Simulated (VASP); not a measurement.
Input of a VASP 6.6.1 run:

Contents of POSCAR:

```
Ta
1.0
    2.9003720000      0.0000000000      0.0000000000
   -1.4501860000      2.5117960000      0.0000000000
    0.0000000000      0.0000000000      5.1662740000
Ta
2
Direct
    0.6666666667      0.3333333333      0.7500000000
    0.3333333333      0.6666666667      0.2500000000
```

The input INCAR.step1:

```
PREC = Accurate
ENCUT = 520
ISMEAR = 1
SIGMA = 0.025
LREAL = F
LASPH = T
NELM = 60
NBANDS = 18
GGA = PE
ALGO = Normal
EDIFF = 1E-4
LWAVE = T
LCHARG = F
```

INCAR.step2

```
PREC = Accurate
ENCUT = 520
EDIFF = 1E-6
ISMEAR = 1
SIGMA = 0.025
LREAL = F
LASPH = T
NELM = 60
ALGO = Normal
ISIF = 2
LWAVE = F
LCHARG = F
METAGGA = R2SCAN
LMIXTAU = T
NBANDS = 18
ISTART = 1
```

Contents of KPOINTS:

```
regular mesh
0
Gamma
  13 13 7
```

Potentials or basis: VASP PAW PBE potentials, release 64 (Ta_pv).

Command:

```sh
$ cat potpaw_PBE.64/Ta_pv/POTCAR > POTCAR
$ cp INCAR.step1 INCAR
$ mpirun -np 1 vasp_std > vasp.out
$ cp INCAR.step2 INCAR
$ mpirun -np 1 vasp_std > vasp.out
```

(1) What does it give for the pressure?

(2) Estimate the band gap on the k mesh.

## Answers

(1) -2.8 GPa.

(2) zero (band 11 reaches 6.44 eV, above the bottom of band 12 at 4.77 eV).

Caveat: the PAW data sets were made with another functional, which shifts forces and pressure a little; spin-orbit coupling is left out, which moves the levels of the heavy elements.
